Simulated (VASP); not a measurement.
Here is a VASP 6.6.1 calculation.

File INCAR:

```
SYSTEM = C
ALGO     = Normal         ! electronic algorithm
EDIFF    = 1E-6           ! SCF threshold, eV
ENCUT    = 520            ! plane-wave cutoff, eV
GGA      = PE             ! functional
ISIF     = 2              ! what is computed and relaxed
ISMEAR   = -1             ! smearing method
IVDW     = 12             ! dispersion correction
LASPH    = .True.         ! aspherical terms in the spheres
LCHARG   = .False.        ! write CHGCAR
LREAL    = Auto         
LWAVE    = .False.        ! write WAVECAR
NBANDS   = 86             ! bands
NELM     = 80             ! most SCF steps
PREC     = Accurate       ! precision mode
SIGMA    = 0.02           ! smearing width, eV
```

File KPOINTS:

```
k-points
0
Gamma
  2 2 1
  0 0 0
```

Contents of POSCAR:

```
C
1.0
    9.8640000000      0.0000000000      0.0000000000
   -4.9320000000      8.5424750000      0.0000000000
    0.0000000000      0.0000000000     11.0000000000
C
32
Direct
    0.0522947743      0.0456073913      0.0851454545
    0.2094813363      0.1267080091      0.0743454545
    0.0489926606      0.2862051103      0.0901545455
    0.2087347251      0.3683007559      0.0844545455
    0.0376249341      0.5369287004      0.1039636364
    0.2037582050      0.6212836444      0.0988090909
    0.0373802121      0.7829112757      0.0776090909
    0.2032470168      0.8689636200      0.0788545455
    0.2922540978      0.0416858112      0.0863272727
    0.4543535742      0.1194735718      0.0912272727
    0.2984471897      0.2936502594      0.0846363636
    0.4535883842      0.3698693880      0.0925090909
    0.2852168852      0.5392699423      0.0888272727
    0.4505703721      0.6195511254      0.0814181818
    0.2857860744      0.7835551172      0.0889636364
    0.4592863170      0.8748986681      0.0908181818
    0.5402641548      0.0380100615      0.1024272727
    0.7101122109      0.1277264493      0.0964727273
    0.5345574967      0.2830444338      0.1040909091
    0.7049840189      0.3680783380      0.1028272727
    0.5375534584      0.5334402500      0.0815909091
    0.7076746138      0.6193638261      0.0972727273
    0.5402677732      0.7845501450      0.1003727273
    0.7092255341      0.8686943772      0.1054818182
    0.7889290920      0.0380568863      0.0921363636
    0.9551065617      0.1259471055      0.1007000000
    0.7921033330      0.2876332679      0.1066727273
    0.9631917667      0.3774784240      0.1045909091
    0.7896380865      0.5369404066      0.1055272727
    0.9595100798      0.6228522764      0.0975454545
    0.7910505289      0.7903330124      0.0862636364
    0.9618010730      0.8764204753      0.0749363636
```

Potentials or basis: VASP PAW PBE potentials, release 64 (C).

The run is started by

```console
$ cat potpaw_PBE.64/C/POTCAR > POTCAR
$ mpirun -np 1 vasp_std > vasp.out
```

Question: Predict the dispersion energy per atom.

Answer: -0.089 eV.

Question: Predict the largest force.

Answer: 5.720 eV/Å.

Question: Predict the band gap on the k mesh.

Answer: 1.70 eV, direct.

Forces on the atoms (eV/Å):
```
C   -5.208 -2.348 -0.280
C    3.031  0.645  1.514
C   -4.929  1.713  1.285
C    0.516  2.677  0.178
C    0.821  1.646 -0.176
C    0.324 -0.481 -0.599
C   -0.354  2.591  0.172
C    1.187  0.990  0.647
C   -1.215 -2.543 -1.547
C    0.929  0.150  1.391
C   -3.746 -2.614 -0.663
C    3.865  1.195 -0.119
C    1.460 -1.455 -0.311
C    2.012  0.073  0.951
C    0.593  2.857 -0.056
C    0.111 -2.544  1.175
C    0.006  1.014 -1.537
C    0.039 -3.557  0.655
C    1.361  1.706 -1.125
C   -0.561  0.494  1.067
C   -0.194  2.140  1.382
C   -1.492  0.547 -1.212
C   -0.988  1.109 -0.982
C   -1.999  1.095 -1.767
C    0.333  0.506  1.703
C    3.355 -2.390 -1.947
C    0.314  2.296 -0.656
C    0.219 -3.718 -0.487
C    0.566 -0.252 -0.736
C   -2.019 -1.840  0.133
C    2.148 -0.696  0.973
C   -0.487 -1.008  0.974
```
